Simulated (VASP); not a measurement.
# ZnO (P6_3mc) in VASP: further runs, part 2 of 2

VASP 6.6.1. The steps go on from the part before.

## 4. Phonons, r2SCAN

This run uses another cell than the first one, of 10.87 Å³/atom.

File INCAR:

```
  ALGO = Normal
  EDIFF = 1E-8
  ENCUT = 520
  IBRION = 6
  ISIF = 2
  ISMEAR = 0
  LASPH = True
  LCHARG = False
  LMIXTAU = True
  LREAL = False
  LWAVE = False
  METAGGA = R2SCAN
  NBANDS = 26
  NELM = 60
  NFREE = 2
  NSW = 1
  POTIM = 0.015
  PREC = Accurate
  SIGMA = 0.01
```

File KPOINTS:

```
k-points
0
Gamma
  8 8 4
```

File POSCAR:

```
ZnO
1.0
    3.1481778069      0.0000000000      0.0000000000
   -1.5740889035      2.7264019564      0.0000000000
    0.0000000000      0.0000000000      5.0636277753
Zn O
2 2
Direct
    0.3333333333      0.6666666667      0.4994955149
    0.6666666667      0.3333333333     -0.0005044851
    0.6666666667      0.3333333333      0.3795144851
    0.3333333333      0.6666666667      0.8795144851
```

Potentials or basis: VASP PAW PBE potentials, release 64 (Zn, O).

Launch:

```
cat potpaw_PBE.64/Zn/POTCAR potpaw_PBE.64/O/POTCAR > POTCAR
mpirun -np 1 vasp_std > vasp.out
```

OUTCAR:

```text
EDIFF = 1E-8
   ENCUT = 520
   IBRION = 6
   ISIF = 2
   ISMEAR = 0
   LASPH = True
   LREAL = False
   METAGGA = R2SCAN
   NELM = 60
   NFREE = 2
   NSW = 1
   POTIM = 0.015
   PREC = Accurate

 ion  position               nearest neighbor table
   1  0.333  0.667  0.499-   3 1.92   3 1.92   3 1.92   4 1.92
   2  0.667  0.333  0.999-   4 1.92   4 1.92   4 1.92   3 1.92
   3  0.667  0.333  0.380-   1 1.92   1 1.92   1 1.92   2 1.92
   4  0.333  0.667  0.880-   2 1.92   2 1.92   2 1.92   1 1.92

  LATTYP: Found a hexagonal cell.
 ALAT       =     3.1481778069
 C/A-ratio  =     1.6084313167

  Lattice vectors:

 A1 = (   3.1481778069,   0.0000000000,   0.0000000000)
 A2 = (  -1.5740889035,   2.7264019564,   0.0000000000)
 A3 = (   0.0000000000,   0.0000000000,   5.0636277753)

Analysis of symmetry for initial positions (statically):
=====================================================================
 Subroutine PRICEL returns:
 Original cell was already a primitive cell.

 Routine SETGRP: Setting up the symmetry group for a
 hexagonal supercell.

 Subroutine GETGRP returns: Found 12 space group operations
 (whereof  6 operations were pure point group operations)
 out of a pool of 24 trial point group operations.

The static configuration has the point symmetry C_3v.
 The point group associated with its full space group is C_6v.

Analysis of symmetry for dynamics (positions and initial velocities):
=====================================================================
 Subroutine PRICEL returns:
 Original cell was already a primitive cell.

 Routine SETGRP: Setting up the symmetry group for a
 hexagonal supercell.
[... 475 lines left out ...]

 val. band max:        1.7318027897   @ k =   0.0000   0.0000   0.0000
 cond. band min:       3.0960434548   @ k =   0.0000   0.0000   0.0000
 fundamental gap:      1.3642406651
 Fermi energy:         1.8284940744

 k-point     1 :       0.0000    0.0000    0.0000
  band No.  band energies     occupation
      1     -18.1537      2.00000
      2     -17.3211      2.00000
      3      -4.7445      2.00000
      4      -4.5953      2.00000
      5      -4.5952      2.00000
      6      -4.5436      2.00000
[... 685 lines left out ...]
     25      16.7705      0.00000
     26      16.9011      0.00000

 [... further k-points ...]

------------------------ aborting loop because EDIFF is reached ----------------------------------------

  FORCE on cell =-STRESS in cart. coord.  units (eV):
  Direction    XX          YY          ZZ          XY          YZ          ZX
  --------------------------------------------------------------------------------------
  -------------------------------------------------------------------------------------
  Total        4.3717577      4.3717577      4.7729486     -0.0000000     -0.0000000     -0.0000000
  in kB      161.1594402    161.1594402    175.9488474     -0.0000000     -0.0000000     -0.0000000
  external PRESSURE =     166.0892426 kB  Pullay stress =       0.0000000 kB
[... 19 lines left out ...]
  FREE ENERGIE OF THE ION-ELECTRON SYSTEM (eV)
  ---------------------------------------------------
  free  energy   TOTEN  =       -36.1201914677 eV

  energy  without entropy=      -36.1201914677  energy(sigma->0) =      -36.12019147

 INTERNAL STRAIN TENSORS FROM DISPLACED ATOMS
 ============================================

 INTERNAL STRAIN TENSOR FOR ION    1 for displacements in x,y,z  (eV/Angst):
          X           Y           Z          XY          YZ          ZX
  --------------------------------------------------------------------------------
  x     0.00000    -0.00000     0.00000   -11.77271     0.00000    -7.18478
  y   -11.77271    11.77271     0.00000    -0.00000    -7.18222     0.00000
  z    -7.26638    -7.26638    15.50183     0.00000     0.00000     0.00000

 INTERNAL STRAIN TENSOR FOR ION    4 for displacements in x,y,z  (eV/Angst):
          X           Y           Z          XY          YZ          ZX
  --------------------------------------------------------------------------------
  x     0.00000    -0.00000     0.00000   -12.92850    -0.00000     7.59289
  y   -12.92850    12.92850     0.00000    -0.00000     7.59035    -0.00000
  z     7.56480     7.56480   -15.13894    -0.00000     0.00000    -0.00000

 Eigenvectors and eigenvalues of the dynamical matrix
 ----------------------------------------------------

   1 f  =   18.461497 THz   115.997007 2PiTHz  615.809257 cm-1    76.350583 meV
             X         Y         Z           dx          dy          dz
     -0.000000  1.817601  2.529259    -0.000000    0.000000   -0.134070
      1.574089  0.908801  5.061073     0.000000   -0.000000    0.134070
      1.574089  0.908801  1.921720     0.000000   -0.000000   -0.694280
     -0.000000  1.817601  4.453534    -0.000000    0.000000    0.694280
[... 71 lines left out ...]
  12 f/i=    0.172193 THz     1.081921 2PiTHz    5.743742 cm-1     0.712133 meV
             X         Y         Z           dx          dy          dz
     -0.000000  1.817601  2.529259     0.475411   -0.413419    0.000000
      1.574089  0.908801  5.061073     0.475411   -0.413419    0.000000
      1.574089  0.908801  1.921720     0.242256   -0.210667    0.000000
     -0.000000  1.817601  4.453534     0.242256   -0.210667    0.000000

 ELASTIC MODULI CONTR FROM IONIC RELAXATION (kBar)
 Direction    XX          YY          ZZ          XY          YZ          ZX
 --------------------------------------------------------------------------------
 XX       -1359.0552    529.4406    856.9504      0.0000     -0.0000     -0.0000
 YY         529.4406  -1359.0552    856.9504      0.0000     -0.0000      0.0000
 ZZ         856.9504    856.9504  -1770.3736     -0.0000      0.0000     -0.0000
 XY           0.0000      0.0000     -0.0000   -944.2479     -0.0000      0.0000
 YZ           0.0000     -0.0000      0.0000      0.0000   -359.0928      0.0000
 ZX          -0.0000      0.0000     -0.0000      0.0000      0.0000   -359.3409
 --------------------------------------------------------------------------------
```

stdout:

```text
POSCAR found type information on POSCAR ZnO
 POSCAR found :  2 types and       4 ions
 scaLAPACK will be used
 -----------------------------------------------------------------------------
|                                                                             |
|                                                                             |
|     You enforced a specific xc type in the INCAR file but a different       |
|     I HOPE YOU KNOW WHAT YOU ARE DOING!                                     |
|                                                                             |
 -----------------------------------------------------------------------------

 LDA part: xc-table for (None), standard interpolation
 POSCAR, INCAR and KPOINTS ok, starting setup
 FFT: planning ... GRIDC
 FFT: planning ... GRID_SOFT
 FFT: planning ... GRID
 WAVECAR not read
 entering main loop
 Found     4 degrees of freedom:
 Finite differences POTIM= 0.01500 DOF=   4
 bond charge predicted
 Finite differences progress:
 bond charge predicted
 Finite differences progress:
 bond charge predicted
 Finite differences progress:
 bond charge predicted
 Finite differences progress:
 bond charge predicted
 Finite differences progress:
 bond charge predicted
 Finite differences progress:
 bond charge predicted
 Finite differences progress:
 bond charge predicted
 Finite differences progress:
```

It took 12 min on 1 thread of Intel Xeon 6975P-C (Granite Rapids), shared host; peak memory 0.36 GiB.

What came out:

```yaml
Highest_phonon_frequency_at_Γ_LO-TO_splitting_left_out: 616 cm⁻¹
```

Phonon frequencies in cm⁻¹ (negative: imaginary):
| q point | frequencies |
| --- | --- |
| (0.000, 0.000, 0.000) | -6 -6 0 99 99 278 455 482 482 517 517 616 |

Caveat: the cell stands under pressure or tension, which shifts response properties; the PAW data sets were made with another functional, which shifts forces and pressure a little.
